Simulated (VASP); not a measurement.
**Si: relaxation of cell and atoms with PBE**

Crystal: Si.

```xyz
2
Lattice="-1.8551 1.8551 0.9813 1.8551 -1.8551 0.9813 1.8551 1.8551 -0.9813" Properties=species:S:1:pos:R:3 pbc="T T T"
Si    0.0000   -0.9276   -0.2453
Si    0.0000    0.9276    0.2453
```

| Property | Result |
| --- | --- |
| Program | VASP 6.6.1 |
| Task | relaxation of cell and atoms |
| Functional | PBE |
| Potentials or basis | VASP PAW PBE potentials, release 64 (Si) |
| Cutoff | 600 eV |
| k mesh | 21 × 21 × 21 |
| Occupations | fermi-dirac, width 0.08 eV |
| Spin | no spin polarisation |
| Target pressure | 460 GPa |
| Dipole correction | no |
| Further INCAR settings | ALGO = Normal; EDIFF = 1e-07; IBRION = 2; EDIFFG = -0.005; NSW = 32; ISIF = 3 |

* Relaxed volume: 6.75 Å³/atom
* Relaxed cell: a = 2.801 Å, b = 2.801 Å, c = 2.801 Å, α = 97.05°, β = 97.05°, γ = 138.99°
* Space group after relaxing (to 0.1 Å): I4_1/amd (No. 141)
* Energy change on relaxing (the run minimises the enthalpy): +7.1 meV/atom
* Ionic steps: 3
* Pressure after relaxing: 460.1 GPa
* Band gap on the k mesh: zero (bands 4 and 5 overlap by 8.52 eV)

Stress tensor (GPa, compression positive):
```
460.11   0.00   0.00
  0.00 460.11   0.00
  0.00   0.00 459.94
```

Step by step:
| step | energy change (eV) | largest force (eV/Å) | pressure (GPa) | volume (Å³) |
| --- | --- | --- | --- | --- |
| 1 | 0.0000 | 0.0000 | 459.53 | 13.51 |
| 2 | 0.1114 | 0.0000 | 463.60 | 13.47 |
| 3 | 0.0143 | 0.0000 | 460.05 | 13.50 |

Final structure:
```cif
data_structure
_symmetry_space_group_name_H-M 'P 1'
_symmetry_Int_Tables_number 1
_cell_length_a 2.8008
_cell_length_b 2.8008
_cell_length_c 2.8008
_cell_angle_alpha 97.049
_cell_angle_beta 97.049
_cell_angle_gamma 138.989
_cell_volume 13.50
loop_
_atom_site_label
_atom_site_type_symbol
_atom_site_fract_x
_atom_site_fract_y
_atom_site_fract_z
_atom_site_occupancy
Si1 Si 0.62500 0.87500 0.75000 1
Si2 Si 0.37500 0.12500 0.25000 1
```

Levels at points of the mesh, in eV from the Fermi level:
| k point | band 1 | band 2 | band 3 | band 4 | band 5 | band 6 | band 7 | band 8 |
| --- | --- | --- | --- | --- | --- | --- | --- | --- |
| (0.00, 0.00, 0.00) | -22.65 | -4.34 | -4.34 | -3.61 | 0.03 | 8.88 | 12.35 | 17.67 |

Run time: 72 s on 1 thread of AMD EPYC 9R45 96-Core Processor (Zen 5), with other jobs on the host, peak memory 0.17 GiB.

Caveat: the cell is relaxed towards a set pressure, so the run minimises the enthalpy, not the energy.
